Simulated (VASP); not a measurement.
# ZrSi2Sb4 (P-42m) in VASP: further runs

ZrSi2Sb4 is run at these levels: PBEsol; tasks: single point, relaxation of cell and atoms.

Everything below comes from runs of VASP 6.6.1. Logs are shortened: lines on timing, memory, paths and dates and some standing lists are left out, and cuts for length are marked.

### Step 1. The cell of the first run

It takes space group P-42m (No. 111, tetragonal). The conventional cell has a = 5.617 Å, b = 5.617 Å, c = 6.592 Å, α = 90.00°, β = 90.00°, γ = 90.00°. Within 3.7 Å of Zr (site symmetry -42m) lie 4 Sb at 2.81 Å. Si (site symmetry 222) has 4 Sb at 2.59 Å within 3.4 Å. Sb (site symmetry m) has 2 Si at 2.59 Å and 1 Zr at 2.81 Å and 1 Sb at 3.41 Å within 3.5 Å.

### Step 2. Single point, PBEsol

Input file INCAR:

```
SYSTEM = ZrSi2Sb4
PREC = Accurate
ENCUT = 520
EDIFF = 1E-7
ISMEAR = -1
SIGMA = 0.03
LREAL = .FALSE.
LASPH = .TRUE.
NELM = 60
ALGO = Normal
ISIF = 2
LWAVE = .FALSE.
LCHARG = .TRUE.
GGA = PS
LELF = .TRUE.
LVHAR = .TRUE.
NBANDS = 29
```

Input file KPOINTS:

```
Automatic mesh
0
G
  4 4 4
  0 0 0
```

Input file POSCAR:

```
ZrSi2Sb4
1.0
    5.6165674675      0.0000000000      0.0000000000
    0.0000000000      5.6165674675      0.0000000000
    0.0000000000      0.0000000000      6.5915173587
Zr Si Sb
1 2 4
Direct
    0.0000000000      0.0000000000      0.0000000000
    0.5000000000      0.0000000000      0.5000000000
    0.0000000000      0.5000000000      0.5000000000
    0.7145191295      0.2854808705      0.7480604337
    0.2854808705      0.2854808705      0.2519395663
    0.2854808705      0.7145191295      0.7480604337
    0.7145191295      0.7145191295      0.2519395663
```

Potentials or basis: VASP PAW PBE potentials, release 64 (Zr_sv, Si, Sb).

The run is started by

```console
$ cat potpaw_PBE.64/Zr_sv/POTCAR potpaw_PBE.64/Si/POTCAR potpaw_PBE.64/Sb/POTCAR > POTCAR
$ mpirun -np 1 vasp_std > vasp.out
```

OUTCAR:

```text
SYSTEM = ZrSi2Sb4
   PREC = Accurate
   ENCUT = 520
   EDIFF = 1E-7
   ISMEAR = -1
   LREAL = .FALSE.
   LASPH = .TRUE.
   NELM = 60
   ISIF = 2
   GGA = PS

 ion  position               nearest neighbor table
   1  0.000  0.000  0.000-   4 2.81   5 2.81   6 2.81   7 2.81
   2  0.500  0.000  0.500-   4 2.59   5 2.59   6 2.59   7 2.59
   3  0.000  0.500  0.500-   4 2.59   5 2.59   6 2.59   7 2.59
   4  0.715  0.285  0.748-   2 2.59   3 2.59   1 2.81   6 3.41
   5  0.285  0.285  0.252-   2 2.59   3 2.59   1 2.81   7 3.41
   6  0.285  0.715  0.748-   2 2.59   3 2.59   1 2.81   4 3.41
   7  0.715  0.715  0.252-   2 2.59   3 2.59   1 2.81   5 3.41

  LATTYP: Found a simple tetragonal cell.
 ALAT       =     5.6165674675
 C/A-ratio  =     1.1735846488

  Lattice vectors:

 A1 = (   5.6165674675,   0.0000000000,   0.0000000000)
 A2 = (   0.0000000000,   5.6165674675,   0.0000000000)
 A3 = (   0.0000000000,   0.0000000000,   6.5915173587)

Analysis of symmetry for initial positions (statically):
=====================================================================
 Subroutine PRICEL returns:
 Original cell was already a primitive cell.

 Routine SETGRP: Setting up the symmetry group for a
 simple tetragonal supercell.

 Subroutine GETGRP returns: Found  8 space group operations
 (whereof  8 operations were pure point group operations)
 out of a pool of 16 trial point group operations.

The static configuration has the point symmetry D_2d.

Analysis of symmetry for dynamics (positions and initial velocities):
=====================================================================
 Subroutine PRICEL returns:
 Original cell was already a primitive cell.

 Routine SETGRP: Setting up the symmetry group for a
 simple tetragonal supercell.

 Subroutine GETGRP returns: Found  8 space group operations
 (whereof  8 operations were pure point group operations)
 out of a pool of 16 trial point group operations.

The dynamic configuration has the point symmetry D_2d.

 Subroutine INISYM returns: Found  8 space group operations
 (whereof  8 operations are pure point group operations),
 and found     1 'primitive' translations

----------------------------------------------------------------------------------------

                                     Primitive cell

  volume of cell :     207.9349

  direct lattice vectors                    reciprocal lattice vectors
     5.616567468  0.000000000  0.000000000     0.178044688  0.000000000  0.000000000
     0.000000000  5.616567468  0.000000000     0.000000000  0.178044688  0.000000000
     0.000000000  0.000000000  6.591517359     0.000000000  0.000000000  0.151710137

  length of vectors
     5.616567468  5.616567468  6.591517359     0.178044688  0.178044688  0.151710137

  position of ions in fractional coordinates (direct lattice)
     0.000000000  0.000000000  0.000000000
     0.500000000  0.000000000  0.500000000
     0.000000000  0.500000000  0.500000000
     0.714519129  0.285480871  0.748060434
     0.285480871  0.285480871  0.251939566
     0.285480871  0.714519129  0.748060434
     0.714519129  0.714519129  0.251939566

  ion indices of the primitive-cell ions
   primitive index   ion index
                 1           1
                 2           2
                 3           3
                 4           4
                 5           5
                 6           6
                 7           7

----------------------------------------------------------------------------------------

 KPOINTS: Automatic mesh

Automatic generation of k-mesh.
 Grid dimensions read from file:
 generate k-points for:    4    4    4

 Generating k-lattice:

  Cartesian coordinates                     Fractional coordinates (reciprocal lattice)
     0.044511172  0.000000000  0.000000000     0.250000000  0.000000000  0.000000000
     0.000000000  0.044511172  0.000000000     0.000000000  0.250000000  0.000000000
     0.000000000  0.000000000  0.037927534     0.000000000  0.000000000  0.250000000

  Length of vectors
     0.044511172  0.044511172  0.037927534

  Shift w.r.t. Gamma in fractional coordinates (k-lattice)
     0.000000000  0.000000000  0.000000000

 Subroutine IBZKPT returns following result:
 ===========================================

 Found     18 irreducible k-points:

 Following reciprocal coordinates:
            Coordinates               Weight
  0.000000  0.000000  0.000000      1.000000
  0.250000  0.000000  0.000000      4.000000
  0.500000  0.000000  0.000000      2.000000
  0.250000  0.250000  0.000000      4.000000
  0.500000  0.250000  0.000000      4.000000
  0.500000  0.500000  0.000000      1.000000
[... 10 lines left out ...]
  0.500000  0.250000  0.500000      4.000000
  0.500000  0.500000  0.500000      1.000000
   k-points           NKPTS =     18   k-points in BZ     NKDIM =     18   number of bands    NBANDS=     29
   number of dos      NEDOS =    301   number of ions     NIONS =      7
   total plane-waves  NPLWV =  88200
   dimension x,y,z NGX =    42 NGY =   42 NGZ =   50
   dimension x,y,z NGXF=    84 NGYF=   84 NGZF=  100
   ions per type =               1   2   4
   NGX,Y,Z   is equivalent  to a cutoff of  12.43, 12.43, 12.61 a.u.
   NGXF,Y,Z  is equivalent  to a cutoff of  24.86, 24.86, 25.22 a.u.
 SYSTEM =  ZrSi2Sb4
   PREC   = accura    normal or accurate (medium, high low for compatibility)
   ISTART =      0    job   : 0-new  1-cont  2-samecut
   ICHARG =      2    charge: 1-file 2-atom 10-const
   ISPIN  =      1    spin polarized calculation?
   LNONCOLLINEAR =      F non collinear calculations
   LSORBIT =      F    spin-orbit coupling
   LASPH  =      T    aspherical Exc in radial PAW
   ENCUT  =  520.0 eV  38.22 Ry    6.18 a.u.  10.44 10.44 12.26*2*pi/ulx,y,z
   NELM   =     60;   NELMIN=  2; NELMDL= -5     # of ELM steps
   EDIFF  = 0.1E-06   stopping-criterion for ELM
   LREAL  =      F    real-space projection
   EDIFFG = 0.1E-05   stopping-criterion for IOM
   NSW    =      0    number of steps for IOM
   IBRION =     -1    ionic relax: 0-MD 1-quasi-New 2-CG
   NFREE  =      0    steps in history (QN), initial steepest desc. (CG)
   ISIF   =      2    stress and relaxation
   ISYM   =      2    0-nonsym 1-usesym 2-fastsym
   POTIM  = 0.5000    time-step for ionic-motion
   TEBEG  =    0.0;   TEEND  =   0.0 temperature during run
   PSTRESS=    0.0 pullay stress
   NELECT =      40.0000    total number of electrons
   NUPDOWN=      -1.0000    fix difference up-down
   EMIN   =  10.00;   EMAX   =-10.00  energy-range for DOS
   EFERMI =   0.00;   METHOD = LEGACY
   ISMEAR =    -1;   SIGMA  =   0.03  broadening in eV -4-tet -1-fermi 0-gaus
   EFERMI_NEDOS =   21; number of points for ismear=-14 and -15
   IALGO  =     38    algorithm
   IMIX   =      4    mixing-type and parameters
     AMIX     =   0.40;   BMIX     =  1.00
     AMIX_MAG =   1.60;   BMIX_MAG =  1.00
  volume/ion in A,a.u.               =      29.70       200.46
  Fermi-wavevector in a.u.,A,eV,Ry     =   0.945045  1.785876 12.151494  0.893110
  Thomas-Fermi vector in A             =   2.072908
   LORBIT       =      0    0 simple, 1 ext, 2 COOP (PROOUT), +10 PAW based schemes
   GGA     = PS    functional components
   LHFCALC =     F    Hartree Fock is set to
   AEXX    =    0.0000 exact exchange contribution
   IVDW    =     0    specifies the selected vdW correction
   LEPSILON=     F    determine dielectric tensor
   LRPA    =     F    only Hartree local field effects (RPA)
 non-spin polarized calculation
  energy-cutoff  :      520.00
  volume of cell :      207.93
 maximum number of plane-waves:      5640
 NGX is ok and might be reduce to    42
   NGX = 21   NGY = 21   NGZ = 25

 number of electron      40.0000002 magnetization

 Free energy of the ion-electron system (eV)
  ---------------------------------------------------
  ext. energy  EPLUGINS =         0.00000000
  ---------------------------------------------------
  free energy    TOTEN  =       -36.77447611 eV

  energy without entropy =      -36.76459930  energy(sigma->0) =      -36.76953771

 E-fermi :   5.6168     XC(G=0):  -9.2310

 val. band max:        5.5309616700   @ k =   0.5000   0.5000   0.2500
 cond. band min:       5.6195125406   @ k =   0.2500   0.0000   0.2500
 fundamental gap:      0.0885508707
 Fermi energy:         5.6167624281

 k-point     1 :       0.0000    0.0000    0.0000
  band No.  band energies     occupation
      1     -43.6560      2.00000
      2     -21.7957      2.00000
      3     -21.7957      2.00000
      4     -21.6365      2.00000
      5      -6.1140      2.00000
      6      -3.8045      2.00000
[... 21 lines left out ...]
     28       8.8407      0.00000
     29       9.4697      0.00000

 k-point     2 :       0.2500    0.0000    0.0000
  band No.  band energies     occupation
      1     -43.6559      2.00000
      2     -21.7961      2.00000
      3     -21.7956      2.00000
      4     -21.6364      2.00000
      5      -5.8764      2.00000
      6      -4.0601      2.00000
[... 21 lines left out ...]
     28       8.8632      0.00000
     29       9.0793      0.00000

 k-point     3 :       0.5000    0.0000    0.0000
  band No.  band energies     occupation
      1     -43.6559      2.00000
      2     -21.7966      2.00000
      3     -21.7956      2.00000
      4     -21.6363      2.00000
      5      -5.3408      2.00000
      6      -4.9577      2.00000
[... 21 lines left out ...]
     28       9.0944      0.00000
     29       9.4686      0.00000

 k-point     4 :       0.2500    0.2500    0.0000
  band No.  band energies     occupation
      1     -43.6559      2.00000
      2     -21.7961      2.00000
      3     -21.7961      2.00000
      4     -21.6363      2.00000
      5      -5.6523      2.00000
      6      -4.2540      2.00000
[... 405 lines left out ...]
     28       8.5641      0.00000
     29       8.9634      0.00000

 k-point    17 :       0.5000    0.2500    0.5000
  band No.  band energies     occupation
      1     -43.6559      2.00000
      2     -21.7965      2.00000
      3     -21.7960      2.00000
      4     -21.6364      2.00000
      5      -5.0166      2.00000
      6      -4.7668      2.00000
[... 21 lines left out ...]
     28       8.6597      0.00000
     29       9.1949      0.00000

 k-point    18 :       0.5000    0.5000    0.5000
  band No.  band energies     occupation
      1     -43.6559      2.00000
      2     -21.7965      2.00000
      3     -21.7965      2.00000
      4     -21.6363      2.00000
      5      -4.7444      2.00000
      6      -4.7444      2.00000
[... 21 lines left out ...]
     28       8.6003      0.00000
     29       8.6003      0.00000

------------------------ aborting loop because EDIFF is reached ----------------------------------------

  FORCE on cell =-STRESS in cart. coord.  units (eV):
  Direction    XX          YY          ZZ          XY          YZ          ZX
  --------------------------------------------------------------------------------------
  -------------------------------------------------------------------------------------
  Total        0.2742214      0.2742214      0.4887816      0.0000000      0.0000000      0.0000000
  in kB        2.1129271      2.1129271      3.7661536      0.0000000      0.0000000      0.0000000
  external PRESSURE =       2.6640026 kB  Pullay stress =       0.0000000 kB

 VOLUME and BASIS-vectors are now :
 -----------------------------------------------------------------------------
  energy-cutoff  :      520.00
  volume of cell :      207.93
      direct lattice vectors                 reciprocal lattice vectors
     5.616567468  0.000000000  0.000000000     0.178044688  0.000000000  0.000000000
     0.000000000  5.616567468  0.000000000     0.000000000  0.178044688  0.000000000
     0.000000000  0.000000000  6.591517359     0.000000000  0.000000000  0.151710137

 POSITION                                       TOTAL-FORCE (eV/Angst)
 -----------------------------------------------------------------------------------
      0.00000      0.00000      0.00000        -0.000000      0.000000      0.000000
      2.80828      0.00000      3.29576         0.000000      0.000000      0.000000
      0.00000      2.80828      3.29576         0.000000      0.000000      0.000000
      4.01314      1.60342      4.93085        -0.014377      0.014377      0.059655
      1.60342      1.60342      1.66066         0.014377      0.014377     -0.059655
      1.60342      4.01314      4.93085         0.014377     -0.014377      0.059655
      4.01314      4.01314      1.66066        -0.014377     -0.014377     -0.059655
 -----------------------------------------------------------------------------------
    total drift:                                0.000000      0.000000     -0.000000

  FREE ENERGIE OF THE ION-ELECTRON SYSTEM (eV)
  ---------------------------------------------------
  free  energy   TOTEN  =       -36.7744761149 eV

  energy  without entropy=      -36.7645993011  energy(sigma->0) =      -36.76953771
```

It took 84 s on 1 thread of AMD EPYC 9R45 (Zen 5), shared host; peak memory 0.31 GiB.

What came out:

```
Free energy            : -36.7745 eV
Pressure               : 0.3 GPa
Largest force          : 0.063 eV/Å
Band gap on the k mesh : zero (bands 20 and 21 overlap by 0.58 eV)
```

Forces on the atoms (eV/Å):
```
Zr   0.000  0.000  0.000
Si   0.000  0.000  0.000
Si   0.000  0.000  0.000
Sb  -0.014  0.014  0.060
Sb   0.014  0.014 -0.060
Sb   0.014 -0.014  0.060
Sb  -0.014 -0.014 -0.060
```

Caveat: the PAW data sets were made with another functional, which shifts forces and pressure a little; spin-orbit coupling is left out, which moves the levels of the heavy elements.

### Step 3. Relaxation of cell and atoms, PBEsol

This run uses another cell than the first one, of 27.40 Å³/atom.

Input file INCAR:

```
SYSTEM = ZrSi2Sb4
ALGO     = Normal         ! electronic algorithm
EDIFF    = 1E-6           ! SCF threshold, eV
EDIFFG   = -0.01          ! ionic threshold
ENCUT    = 600            ! plane-wave cutoff, eV
GGA      = PS             ! functional
IBRION   = 2              ! ionic algorithm
ISIF     = 3              ! what is computed and relaxed
ISMEAR   = -1             ! smearing method
LASPH    = .True.         ! aspherical terms in the spheres
LCHARG   = .False.        ! write CHGCAR
LREAL    = .False.        ! projectors in reciprocal space
LWAVE    = .False.        ! write WAVECAR
NELM     = 80             ! most SCF steps
NSW      = 100            ! ionic steps
PREC     = Accurate       ! precision mode
SIGMA    = 0.03           ! smearing width, eV
```

Input file KPOINTS:

```
k-points
0
Gamma
  4 4 4
  0 0 0
```

Input file POSCAR:

```
ZrSi2Sb4
1.0
    5.7073342300      0.0000000000      0.0000000000
    0.0000000000      5.7073342300      0.0000000000
    0.0000000000      0.0000000000      5.8877403000
Zr Si Sb
1 2 4
Direct
    0.0000000000      0.0000000000      0.0000000000
    0.5000000000      0.0000000000      0.5000000000
    0.0000000000      0.5000000000      0.5000000000
    0.7279386500      0.2720613500      0.7636109300
    0.2720613500      0.2720613500      0.2363890700
    0.2720613500      0.7279386500      0.7636109300
    0.7279386500      0.7279386500      0.2363890700
```

Potentials or basis: VASP PAW PBE potentials, release 64 (Zr_sv, Si, Sb).

The run is started by

```console
$ cat potpaw_PBE.64/Zr_sv/POTCAR potpaw_PBE.64/Si/POTCAR potpaw_PBE.64/Sb/POTCAR > POTCAR
$ mpirun -np 1 vasp_std > vasp.out
```

Run time: 13 min. Hardware: 1 thread of AMD EPYC 9R45 (Zen 5), shared host; peak memory 0.38 GiB.

The run converged. Its results:

```yaml
Free_energy: -36.7743 eV
Relaxed_volume: 29.81 Å³/atom
Relaxed_cell: a = 5.627 Å, b = 5.627 Å, c = 6.589 Å, α = 90.00°, β = 90.00°, γ = 90.00°
Space_group_after_relaxing_to_0.1_Å: P-42m (No. 111)
Energy_gained_by_relaxing: 149.2 meV/atom
Ionic_steps: 16
Pressure_after_relaxing: 0.0 GPa
Largest_force_after_relaxing: 0.006 eV/Å
Band_gap_on_the_k_mesh: zero (bands 20 and 21 overlap by 0.58 eV)
```

Forces in eV/Å, atoms in the order of the input:
```
Zr   0.000  0.000  0.000
Si   0.000  0.000  0.000
Si   0.000  0.000  0.000
Sb  -0.002  0.002  0.005
Sb   0.002  0.002 -0.005
Sb   0.002 -0.002  0.005
Sb  -0.002 -0.002 -0.005
```

Step by step:
```csv
step,energy change (eV),largest force (eV/Å),pressure (GPa),volume (Å³)
1,0.0000,2.0940,8.33,191.79
2,-0.5375,0.4023,-4.67,234.05
3,-0.8254,0.5941,-1.04,216.53
4,-0.8255,0.6144,-0.90,216.02
5,-0.9198,0.3636,-0.46,212.62
6,-0.9852,0.2078,0.52,206.95
7,-1.0196,0.1339,-0.35,208.62
8,-1.0213,0.1663,-0.58,209.08
9,-1.0331,0.1068,0.20,205.69
10,-1.0333,0.1076,0.13,206.04
11,-1.0365,0.0968,0.06,206.55
12,-1.0422,0.0859,-0.11,208.07
13,-1.0428,0.0912,-0.18,208.74
14,-1.0442,0.0343,0.17,207.99
15,-1.0443,0.0384,0.10,208.15
16,-1.0446,0.0059,-0.01,208.64
```

Final structure:
```xyz
7
Lattice="5.6271 0.0000 0.0000 0.0000 5.6271 0.0000 0.0000 0.0000 6.5892" Properties=species:S:1:pos:R:3 pbc="T T T"
Zr    0.0000    0.0000    6.5892
Si    2.8135    0.0000    3.2946
Si    0.0000    2.8135    3.2946
Sb    4.0186    1.6085    4.9352
Sb    1.6085    1.6085    1.6540
Sb    1.6085    4.0186    4.9352
Sb    4.0186    4.0186    1.6540
```

Levels at points of the mesh, in eV from the Fermi level:
```tsv
k point	band 16	band 17	band 18	band 19	band 20	band 21	band 22	band 23	band 24
(0.00, 0.00, 0.00)	-1.84	-1.74	-1.13	-1.03	-0.24	-0.18	-0.18	0.86	0.86
(0.50, 0.00, 0.00)	-2.25	-2.12	-1.50	-1.26	0.26	0.31	1.01	1.08	1.82
(0.50, 0.50, 0.00)	-2.30	-1.73	-1.14	-0.12	-0.12	1.01	1.02	1.10	1.93
(0.00, 0.00, 0.50)	-2.44	-1.67	-1.67	-0.24	-0.24	0.62	0.76	1.08	1.42
(0.50, 0.00, 0.50)	-2.30	-1.57	-1.29	-0.92	-0.52	0.67	0.76	0.88	1.29
(0.50, 0.50, 0.50)	-1.51	-1.39	-0.87	0.11	0.11	0.55	0.55	0.62	0.88
```

Caveat: the PAW data sets were made with another functional, which shifts forces and pressure a little; spin-orbit coupling is left out, which moves the levels of the heavy elements.

The gap in the log of VASP goes by the Fermi energy; the results here count the filled bands.